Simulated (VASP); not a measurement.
Crystal: CdF2.

```
Cd F
1.0
     0.00000    2.68258    2.68258
     2.75582    0.00000    2.68258
     2.75582    2.68258    0.00000
Cd F
1 2
Direct
  0.00000 0.00000 0.00000
  0.25000 0.25000 0.25000
  0.75000 0.75000 0.75000
```

This cell differs from its parent crystal: uniaxial x strain +2.7%.

Base run:

```yaml
Program: VASP 6.6.1
Functional: r2SCAN
Potentials_or_basis: VASP PAW PBE potentials, release 64 (Cd, F)
Cutoff: 520 eV
k_mesh: 8 × 8 × 8
Occupations: gaussian, width 0.01 eV
Spin: no spin polarisation
```

Its results: band gap on the k mesh 3.67 eV (least direct gap 4.16 eV); pressure -0.6 GPa.

Question: The run is repeated on the same cell with these changes: functional from r2SCAN to PBE; occupations from gaussian, width 0.01 eV to fermi-dirac, width 0.02 eV. What comes out?

Answer: Band gap on the k mesh 2.98 eV (least direct gap 3.48 eV); pressure 4.5 GPa.

Caveats: the PAW data sets were made with another functional, which shifts forces and pressure a little (at least some runs); the cell stands under pressure (at least some runs).

A k mesh can miss the band edges.
